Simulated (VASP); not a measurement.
# Ga (Cmce) in VASP: further runs

Ga is run at these levels: RPBE; tasks: single point.

All numbers are computed with VASP 6.6.1; they aren't measurements. Logs are shortened: lines on timing, memory, paths and dates and some standing lists are left out, and cuts for length are marked.

## Step 1: The cell of the first run

The structure is orthorhombic, space group Cmce (No. 64). Conventional cell: a = 4.627 Å, b = 7.741 Å, c = 4.539 Å, α = 90.00°, β = 90.00°, γ = 90.00°. Within 3.3 Å of Ga (site symmetry m) lie 7 Ga at 2.53 to 2.83 Å.

## Step 2: Single point, RPBE (volume scaled by 0.96)

The input, INCAR:

```
ALGO = Normal
EDIFF = 1E-6
ENCUT = 520
GGA = RP
ISIF = 2
ISMEAR = -1
LASPH = True
LCHARG = True
LELF = True
LREAL = False
LVHAR = True
LWAVE = False
NBANDS = 34
NELM = 80
PREC = Accurate
SIGMA = 0.1
```

The input, KPOINTS:

```
k-points
0
Gamma
  10 10 9
```

The input, POSCAR:

```
Ga
1.0
    2.3135683703     -3.8704238166      0.0000000000
    2.3135683703      3.8704238166      0.0000000000
    0.0000000000      0.0000000000      4.5389995790
Ga
4
Direct
    0.8438269408      0.1561730592      0.0823280072
    0.6561730592      0.3438269408      0.5823280072
    0.1561730592      0.8438269408      0.9176719928
    0.3438269408      0.6561730592      0.4176719928
```

Potentials or basis: VASP PAW PBE potentials, release 64 (Ga_d).

The run is started by

```sh
$ cat potpaw_PBE.64/Ga_d/POTCAR > POTCAR
$ mpirun -np 1 vasp_std > vasp.out
```

OUTCAR:

```text
EDIFF = 1E-6
   ENCUT = 520
   GGA = RP
   ISIF = 2
   ISMEAR = -1
   LASPH = True
   LREAL = False
   NELM = 80
   PREC = Accurate

 ion  position               nearest neighbor table
   1  0.844  0.156  0.082-   3 2.53   2 2.69   2 2.69   4 2.77   4 2.77   3 2.83   3 2.83
   2  0.656  0.344  0.582-   4 2.53   1 2.69   1 2.69   3 2.77   3 2.77   4 2.83   4 2.83
   3  0.156  0.844  0.918-   1 2.53   4 2.69   4 2.69   2 2.77   2 2.77   1 2.83   1 2.83
   4  0.344  0.656  0.418-   2 2.53   3 2.69   3 2.69   1 2.77   1 2.77   2 2.83   2 2.83

  LATTYP: Found a base centered orthorhombic cell.
 ALAT       =     4.6271367406
 B/A-ratio  =     1.6729238981
 C/A-ratio  =     0.9809521165

  Lattice vectors:

 A1 = (   2.3135683703,  -3.8704238166,   0.0000000000)
 A2 = (   2.3135683703,   3.8704238166,   0.0000000000)
 A3 = (   0.0000000000,   0.0000000000,   4.5389995790)

Analysis of symmetry for initial positions (statically):
=====================================================================
 Subroutine PRICEL returns:
 Original cell was already a primitive cell.

 Routine SETGRP: Setting up the symmetry group for a
 base centered orthorhombic supercell.

 Subroutine GETGRP returns: Found  8 space group operations
 (whereof  4 operations were pure point group operations)
 out of a pool of  8 trial point group operations.

The static configuration has the point symmetry C_2h.
 The point group associated with its full space group is D_2h.

Analysis of symmetry for dynamics (positions and initial velocities):
=====================================================================
 Subroutine PRICEL returns:
 Original cell was already a primitive cell.

 Routine SETGRP: Setting up the symmetry group for a
 base centered orthorhombic supercell.

 Subroutine GETGRP returns: Found  8 space group operations
 (whereof  4 operations were pure point group operations)
 out of a pool of  8 trial point group operations.

The dynamic configuration has the point symmetry C_2h.
 The point group associated with its full space group is D_2h.

 Subroutine INISYM returns: Found  8 space group operations
 (whereof  4 operations are pure point group operations),
 and found     1 'primitive' translations

----------------------------------------------------------------------------------------

                                     Primitive cell

  volume of cell :      81.2889

  direct lattice vectors                    reciprocal lattice vectors
     2.313568370 -3.870423817  0.000000000     0.216116371 -0.129184819  0.000000000
     2.313568370  3.870423817  0.000000000     0.216116371  0.129184819  0.000000000
     0.000000000  0.000000000  4.538999579     0.000000000  0.000000000  0.220312865

  length of vectors
     4.509188300  4.509188300  4.538999579     0.251783644  0.251783644  0.220312865

  position of ions in fractional coordinates (direct lattice)
     0.843826941  0.156173059  0.082328007
     0.656173059  0.343826941  0.582328007
     0.156173059  0.843826941  0.917671993
     0.343826941  0.656173059  0.417671993

  ion indices of the primitive-cell ions
   primitive index   ion index
                 1           1
                 2           2
                 3           3
                 4           4

----------------------------------------------------------------------------------------

 KPOINTS: k-points

Automatic generation of k-mesh.
 Grid dimensions read from file:
 generate k-points for:   10   10    9

 Generating k-lattice:

  Cartesian coordinates                     Fractional coordinates (reciprocal lattice)
     0.021611637 -0.012918482  0.000000000     0.100000000 -0.000000000  0.000000000
     0.021611637  0.012918482  0.000000000    -0.000000000  0.100000000  0.000000000
     0.000000000  0.000000000  0.024479207     0.000000000  0.000000000  0.111111111

  Length of vectors
     0.025178364  0.025178364  0.024479207

  Shift w.r.t. Gamma in fractional coordinates (k-lattice)
     0.000000000  0.000000000  0.000000000

 Subroutine IBZKPT returns following result:
 ===========================================

 Found    155 irreducible k-points:

 Following reciprocal coordinates:
            Coordinates               Weight
  0.000000  0.000000  0.000000      1.000000
  0.100000 -0.000000  0.000000      4.000000
  0.200000 -0.000000  0.000000      4.000000
  0.300000  0.000000  0.000000      4.000000
  0.400000 -0.000000  0.000000      4.000000
  0.500000 -0.000000  0.000000      2.000000
[... 16 lines left out ...]
  0.300000  0.300000  0.000000      2.000000
  0.400000  0.300000  0.000000      4.000000
 [... further k-points ...]
   k-points           NKPTS =    155   k-points in BZ     NKDIM =    155   number of bands    NBANDS=     34
   number of dos      NEDOS =    301   number of ions     NIONS =      4
   total plane-waves  NPLWV =  46656
   dimension x,y,z NGX =    36 NGY =   36 NGZ =   36
   dimension x,y,z NGXF=    72 NGYF=   72 NGZF=   72
   ions per type =               4
   NGX,Y,Z   is equivalent  to a cutoff of  13.27, 13.27, 13.19 a.u.
   NGXF,Y,Z  is equivalent  to a cutoff of  26.55, 26.55, 26.37 a.u.
 SYSTEM =  unknown system
   PREC   = accura    normal or accurate (medium, high low for compatibility)
   ISTART =      0    job   : 0-new  1-cont  2-samecut
   ICHARG =      2    charge: 1-file 2-atom 10-const
   ISPIN  =      1    spin polarized calculation?
   LNONCOLLINEAR =      F non collinear calculations
   LSORBIT =      F    spin-orbit coupling
   LASPH  =      T    aspherical Exc in radial PAW
   ENCUT  =  520.0 eV  38.22 Ry    6.18 a.u.   8.38  8.38  8.44*2*pi/ulx,y,z
   NELM   =     80;   NELMIN=  2; NELMDL= -5     # of ELM steps
   EDIFF  = 0.1E-05   stopping-criterion for ELM
   LREAL  =      F    real-space projection
   EDIFFG = 0.1E-04   stopping-criterion for IOM
   NSW    =      0    number of steps for IOM
   IBRION =     -1    ionic relax: 0-MD 1-quasi-New 2-CG
   NFREE  =      0    steps in history (QN), initial steepest desc. (CG)
   ISIF   =      2    stress and relaxation
   ISYM   =      2    0-nonsym 1-usesym 2-fastsym
   POTIM  = 0.5000    time-step for ionic-motion
   TEBEG  =    0.0;   TEEND  =   0.0 temperature during run
   PSTRESS=    0.0 pullay stress
   NELECT =      52.0000    total number of electrons
   NUPDOWN=      -1.0000    fix difference up-down
   EMIN   =  10.00;   EMAX   =-10.00  energy-range for DOS
   EFERMI =   0.00;   METHOD = LEGACY
   ISMEAR =    -1;   SIGMA  =   0.10  broadening in eV -4-tet -1-fermi 0-gaus
   EFERMI_NEDOS =   21; number of points for ismear=-14 and -15
   IALGO  =     38    algorithm
   IMIX   =      4    mixing-type and parameters
     AMIX     =   0.40;   BMIX     =  1.00
     AMIX_MAG =   1.60;   BMIX_MAG =  1.00
  volume/ion in A,a.u.               =      20.32       137.14
  Fermi-wavevector in a.u.,A,eV,Ry     =   1.410584  2.665617 27.072153  1.989747
  Thomas-Fermi vector in A             =   2.532523
   LORBIT       =      0    0 simple, 1 ext, 2 COOP (PROOUT), +10 PAW based schemes
   GGA     = RP    functional components
   LHFCALC =     F    Hartree Fock is set to
   AEXX    =    0.0000 exact exchange contribution
   IVDW    =     0    specifies the selected vdW correction
   LEPSILON=     F    determine dielectric tensor
   LRPA    =     F    only Hartree local field effects (RPA)
 non-spin polarized calculation
  energy-cutoff  :      520.00
  volume of cell :       81.29
 maximum number of plane-waves:      2213
 NGX is ok and might be reduce to    36
   NGX = 17   NGY = 17   NGZ = 17

 number of electron      52.0000003 magnetization

 Free energy of the ion-electron system (eV)
  ---------------------------------------------------
  ext. energy  EPLUGINS =         0.00000000
  ---------------------------------------------------
  free energy    TOTEN  =       -10.19470208 eV

  energy without entropy =      -10.16117695  energy(sigma->0) =      -10.17793952

 E-fermi :   4.8077     XC(G=0): -10.3282

 val. band max:        4.7847492685   @ k =   0.5000   0.4000   0.4444
 cond. band min:       4.8273279918   @ k =   0.0000   0.0000   0.4444
 fundamental gap:      0.0425787233
 Fermi energy:         4.8076541734

 k-point     1 :       0.0000    0.0000    0.0000
  band No.  band energies     occupation
      1     -10.2736      2.00000
      2     -10.2731      2.00000
      3     -10.2491      2.00000
      4     -10.2295      2.00000
      5     -10.1992      2.00000
      6     -10.1857      2.00000
[... 26 lines left out ...]
     33      11.6155      0.00000
     34      12.1059      0.00000

 k-point     2 :       0.1000   -0.0000    0.0000
  band No.  band energies     occupation
      1     -10.2749      2.00000
      2     -10.2697      2.00000
      3     -10.2508      2.00000
      4     -10.2334      2.00000
      5     -10.1947      2.00000
      6     -10.1825      2.00000
[... 26 lines left out ...]
     33      11.6632      0.00000
     34      12.0484      0.00000

 k-point     3 :       0.2000   -0.0000    0.0000
  band No.  band energies     occupation
      1     -10.2761      2.00000
      2     -10.2590      2.00000
      3     -10.2569      2.00000
      4     -10.2420      2.00000
      5     -10.1925      2.00000
      6     -10.1661      2.00000
[... 26 lines left out ...]
     33      11.0637      0.00000
     34      11.8925      0.00000

 k-point     4 :       0.3000    0.0000    0.0000
  band No.  band energies     occupation
      1     -10.2744      2.00000
      2     -10.2612      2.00000
      3     -10.2542      2.00000
      4     -10.2403      2.00000
      5     -10.1969      2.00000
      6     -10.1823      2.00000
[... 26 lines left out ...]
     33      10.6866      0.00000
     34      11.9749      0.00000

 k-point     5 :       0.4000   -0.0000    0.0000
  band No.  band energies     occupation
      1     -10.2748      2.00000
      2     -10.2629      2.00000
      3     -10.2517      2.00000
      4     -10.2271      2.00000
      5     -10.2062      2.00000
      6     -10.2032      2.00000
[... 621 lines left out ...]
 k-point    22 :      -0.2000    0.2000    0.0000
  band No.  band energies     occupation
      1     -10.2843      2.00000
      2     -10.2724      2.00000
      3     -10.2450      2.00000
      4     -10.2306      2.00000
      5     -10.2064      2.00000
      6     -10.1961      2.00000
[... 26 lines left out ...]
     33      10.2606      0.00000
     34      10.6151      0.00000

 k-point    23 :       0.3000    0.3000    0.0000
  band No.  band energies     occupation
      1     -10.3172      2.00000
      2     -10.2700      2.00000
      3     -10.2598      2.00000
      4     -10.2206      2.00000
      5     -10.2166      2.00000
      6     -10.1467      2.00000
[... 26 lines left out ...]
     33      13.4685      0.00000
     34      13.6520      0.00000

 k-point    24 :       0.4000    0.3000    0.0000
  band No.  band energies     occupation
      1     -10.3215      2.00000
      2     -10.2809      2.00000
      3     -10.2601      2.00000
      4     -10.2151      2.00000
      5     -10.1959      2.00000
      6     -10.1758      2.00000
[... 26 lines left out ...]
     33      13.5134      0.00000
     34      13.7774      0.00000

 [... further k-points ...]
[... 5 lines left out ...]
  --------------------------------------------------------------------------------------
  -------------------------------------------------------------------------------------
  Total        0.8762217      1.0587178      1.1736658      0.0000000      0.0000000      0.0000000
  in kB       17.2700491     20.8669891     23.1325776      0.0000000      0.0000000      0.0000000
  external PRESSURE =      20.4232053 kB  Pullay stress =       0.0000000 kB

 VOLUME and BASIS-vectors are now :
 -----------------------------------------------------------------------------
  energy-cutoff  :      520.00
  volume of cell :       81.29
      direct lattice vectors                 reciprocal lattice vectors
     2.313568370 -3.870423817  0.000000000     0.216116371 -0.129184819  0.000000000
     2.313568370  3.870423817  0.000000000     0.216116371  0.129184819  0.000000000
     0.000000000  0.000000000  4.538999579     0.000000000  0.000000000  0.220312865

 POSITION                                       TOTAL-FORCE (eV/Angst)
 -----------------------------------------------------------------------------------
      2.31357     -2.66151      0.37369         0.000000     -0.008122      0.004547
      2.31357     -1.20891      2.64319         0.000000      0.008122      0.004547
      2.31357      2.66151      4.16531         0.000000      0.008122     -0.004547
      2.31357      1.20891      1.89581         0.000000     -0.008122     -0.004547
 -----------------------------------------------------------------------------------
    total drift:                                0.000000     -0.000000      0.000000

  FREE ENERGIE OF THE ION-ELECTRON SYSTEM (eV)
  ---------------------------------------------------
  free  energy   TOTEN  =       -10.1947020810 eV

  energy  without entropy=      -10.1611769501  energy(sigma->0) =      -10.17793952
```

Wall time 9.2 min (1 thread of Oxide Virtual Turin-like, shared host); peak memory 0.38 GiB.

Results:

```yaml
Free_energy: -10.1947 eV
Pressure: 2.0 GPa
Largest_force: 0.009 eV/Å
Band_gap_on_the_k_mesh: zero (band 26 reaches 5.04 eV, above the bottom of band 27 at 4.04 eV)
```

Forces in eV/Å, atoms in the order of the input:
```
Ga   0.000 -0.008  0.005
Ga   0.000  0.008  0.005
Ga   0.000  0.008 -0.005
Ga   0.000 -0.008 -0.005
```

Stress tensor (GPa, compression positive):
```
1.73 0.00 0.00
0.00 2.09 0.00
0.00 0.00 2.31
```

Caveat: the PAW data sets were made with another functional, which shifts forces and pressure a little.

[end of part 1 of 2]
